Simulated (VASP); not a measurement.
Input of a VASP 6.6.1 run:

INCAR

```
SYSTEM = Se
PREC = Accurate
ENCUT = 520
EDIFF = 1E-7
ISMEAR = -1
SIGMA = 0.05
LREAL = .FALSE.
LASPH = .TRUE.
NELM = 100
ALGO = Normal
ISIF = 2
LWAVE = .FALSE.
LCHARG = .FALSE.
GGA = PE
NBANDS = 16
```

KPOINTS

```
Automatic mesh
0
G
  6 6 5
  0 0 0
```

File POSCAR:

```
Se
1.0
    4.3662000000      0.0000000000      0.0000000000
   -2.1831000000      3.7812401180      0.0000000000
    0.0000000000      0.0000000000      5.0526720000
Se
3
Direct
    0.7746000000      0.7746000000      0.0000000000
    0.0000000000      0.2254000000      0.6666666667
    0.2254000000      0.0000000000      0.3333333333
```

Potentials or basis: VASP PAW PBE potentials, release 64 (Se).

Run with:

```console
$ cat potpaw_PBE.64/Se/POTCAR > POTCAR
$ mpirun -np 1 vasp_std > vasp.out
```

Problem. Estimate the band gap on the k mesh.

Solution. 1.32 eV, indirect (least direct gap 1.33 eV).

Problem. Predict the pressure.

Solution. 1.3 GPa.

Problem. What does it give for the largest force?

Solution. 0.201 eV/Å.

Stress tensor (GPa, compression positive):
```
1.19 0.00 0.00
0.00 1.19 0.00
0.00 0.00 1.56
```

A k mesh can miss the band edges. As with any semilocal functional, this PBE gap is likely too small.
